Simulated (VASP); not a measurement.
HfO2, 3 atoms in the cell. It takes space group Fm-3m (No. 225, cubic). The conventional cell has a = 5.098 Å, b = 5.098 Å, c = 5.098 Å, α = 90.00°, β = 90.00°, γ = 90.00°. Hf (site symmetry m-3m) has 8 O at 2.21 Å within 2.9 Å. O (site symmetry -43m) has 4 Hf at 2.21 Å and 6 O at 2.55 Å within 2.9 Å. 

```yaml
Program: VASP 6.6.1
Task: relaxation of cell and atoms
Functional: PBE
Potentials_or_basis: VASP PAW PBE potentials, release 64 (Hf_pv, O)
Cutoff: 600 eV
k_mesh: 8 × 8 × 8
Occupations: gaussian, width 0.01 eV
Spin: no spin polarisation
Dipole_correction: no
Further_INCAR_settings: ALGO = Normal; EDIFF = 1e-06; IBRION = 2; EDIFFG = -0.001; NSW = 80; ISIF = 3
```

Potentials or basis: VASP PAW PBE potentials, release 64 (Hf_pv, O).

Run with:

```console
$ cat potpaw_PBE.64/Hf_pv/POTCAR potpaw_PBE.64/O/POTCAR > POTCAR
$ mpirun -np 1 vasp_std > vasp.out
```

Hardware: 1 thread of Intel(R) Xeon(R) 6975P-C (Granite Rapids) (shared host).

Task: How long does it take, and how much memory?

Result: It took 24 s on 1 thread of Intel(R) Xeon(R) 6975P-C (Granite Rapids) (shared host), peak memory 0.18 GiB. Counts: scf iterations 28, k points 29, ion steps 3.
